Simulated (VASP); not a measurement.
GaN (CsCl type): single point with PBE

GaN (CsCl type):

```
Ga N
1.0
     2.27995    0.00000    0.00000
     0.00000    2.27995    0.00000
     0.00000    0.00000    2.27995
Ga N
1 1
Cartesian
  0.0000 0.0000 0.0000
  1.1400 1.1400 1.1400
```

```
Program                : VASP 6.6.1
Task                   : single point
Functional             : PBE
Potentials or basis    : VASP PAW PBE potentials, release 64 (Ga_d, N)
Cutoff                 : 520 eV
k mesh                 : 16 × 16 × 16
Occupations            : fermi-dirac, width 0.05 eV
Spin                   : no spin polarisation
Dipole correction      : no
Further INCAR settings : ALGO = Normal; EDIFF = 1e-06; NBANDS = 16
```

The pressure is 294.2 GPa and the band gap on the k mesh is zero (band 9 reaches 17.06 eV, above the bottom of band 10 at 15.30 eV).

Levels at points of the mesh, in eV from the Fermi level:
| k point | band 7 | band 8 | band 9 | band 10 | band 11 | band 12 |
| --- | --- | --- | --- | --- | --- | --- |
| (0.00, 0.00, 0.00) | -2.86 | -2.86 | -2.86 | 4.18 | 11.32 | 11.32 |
| (0.50, 0.00, 0.00) | -12.86 | 0.11 | 0.11 | 8.06 | 10.62 | 14.42 |
| (0.50, 0.50, 0.00) | -11.28 | -11.28 | -1.99 | 0.35 | 12.98 | 12.98 |
| (0.50, 0.50, 0.50) | -4.82 | -4.82 | -4.82 | 0.50 | 0.50 | 0.50 |

Wall time 27 s on 1 thread of Intel(R) Xeon(R) Platinum 8375C CPU @ 2.90GHz (Ice Lake), on a shared host, peak memory 0.15 GiB.
